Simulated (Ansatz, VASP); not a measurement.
**Two plane-wave programs on MgO**

```
Mg O
1.0
     0.00000    2.01850    1.97813
     2.01850    0.00000    1.97813
     2.01850    2.01850    0.00000
Mg O
1 1
Direct
  0.00000 0.00000 0.00000
  0.50000 0.50000 0.50000
```

Change from the starting cell: z stretched by -2 %, ions relaxed.

Alike in both runs: functional PBE; k mesh 13 × 13 × 13; occupations fermi-dirac, width 0.02 eV; no spin polarisation.

Ansatz relaxed the structure, and its values are those at the end. VASP's run is a single point on that final structure, the one shown.

|  | VASP | Ansatz |
| --- | --- | --- |
| version | VASP 6.6.1 | Ansatz 0.2.0 |
| potentials or method | VASP PAW PBE potentials, release 64 (Mg, O) | plane-wave PAW, scalar-relativistic |
| plane-wave cutoff (eV) | 600 | 420 |
| valence electrons in the cell | 8 | 16 |

```csv
,VASP,Ansatz,Ansatz less VASP
gap on the k mesh at the Fermi level (eV),6.29,6.30,+0.009
```

The functional is the same, so the differences come from potentials, cutoffs and numerics. VASP's potentials hold 8 valence electrons a cell and Ansatz's 16, so a difference there can come from the potentials and not from the codes. Ansatz's warnings: stress scf threshold loose.
